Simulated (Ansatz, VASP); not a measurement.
Two plane-wave programs on Ir

```
CELL_PARAMETERS angstrom
0.00000 1.93593 1.93593
1.93593 0.00000 1.93593
1.93593 1.93593 0.00000
ATOMIC_POSITIONS crystal
Ir 0.00000 0.00000 0.00000
```

Alike in both runs: task relaxation of cell and atoms; functional PBE; k mesh 20 × 20 × 20; occupations gaussian, width 0.3 eV; no spin polarisation.

|  | VASP | Ansatz |
| --- | --- | --- |
| version | VASP 6.6.1 | Ansatz 0.2.0 |
| potentials or method | VASP PAW PBE potentials, release 64 (Ir), cutoff 500 eV | scalar-relativistic, plane waves, PAW |
| valence electrons in the cell | 9 | 17 |

Ansatz gave:

```
gap on the k mesh at the Fermi level, each at its own relaxed structure (eV) : none
relaxed volume (Å³/atom)                                                     : 14.51
relaxed cell length with the largest relative difference (Å)                 : 2.738
```

Which values does VASP return?

gap on the k mesh at the Fermi level, each at its own relaxed structure (eV): none; relaxed volume (Å³/atom): 14.53; relaxed cell length with the largest relative difference (Å): 2.739.

A gap of «none» marks a metal or a gap that the smearing closes. VASP's potentials hold 9 valence electrons a cell and Ansatz's 17, so a difference there can come from the potentials and not from the codes.

Neither program's run includes spin-orbit coupling.
